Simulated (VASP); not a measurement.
A run of VASP 6.6.1 is set up as follows.

INCAR

```
SYSTEM = CoO
PREC = Accurate ; ENCUT = 520
EDIFF = 1E-7 ; ISMEAR = 0
SIGMA = 0.05 ; LREAL = .FALSE.
LASPH = .TRUE. ; NELM = 150
ALGO = Normal ; ISIF = 2
LWAVE = .FALSE. ; LCHARG = .TRUE.
ISPIN = 2 ; MAGMOM = 2.35 -2.35 0 0
LORBIT = 11 ; LMAXMIX = 4
GGA = PE ; LELF = .TRUE.
LVHAR = .TRUE. ; NBANDS = 27
```

The input KPOINTS:

```
regular mesh
0
G
  12 12 6
  0 0 0
```

Contents of POSCAR:

```
CoO
1.0
    0.0000000000      2.3282402748      2.3282402747
    4.6003459037      2.3282402748      2.3282402747
    4.6003459037      4.6564805496     -0.0000000001
Co O
2 2
Direct
    0.0000000000      0.0000000000      0.0000000000
    0.0000000000      0.0000000000      0.5000000000
    0.2500000211      0.2499999789      0.0000000000
    0.2499999789      0.2500000211      0.5000000000
```

Potentials or basis: VASP PAW PBE potentials, release 64 (Co, O).

Launch:

```bash
$ cat potpaw_PBE.64/Co/POTCAR potpaw_PBE.64/O/POTCAR > POTCAR
$ mpirun -np 1 vasp_std > vasp.out
```

Problem. What does it give for the pressure?

Solution. -10.4 GPa.

Problem. Estimate the net moment.

Solution. 0.00 μB per cell.

Problem. Predict the site moments.

Solution. Co +2.31, -2.31; O +0.00 μB.

Stress tensor (GPa, compression positive):
```
-10.25   0.00   0.00
  0.00 -10.44   0.00
  0.00   0.00 -10.44
```
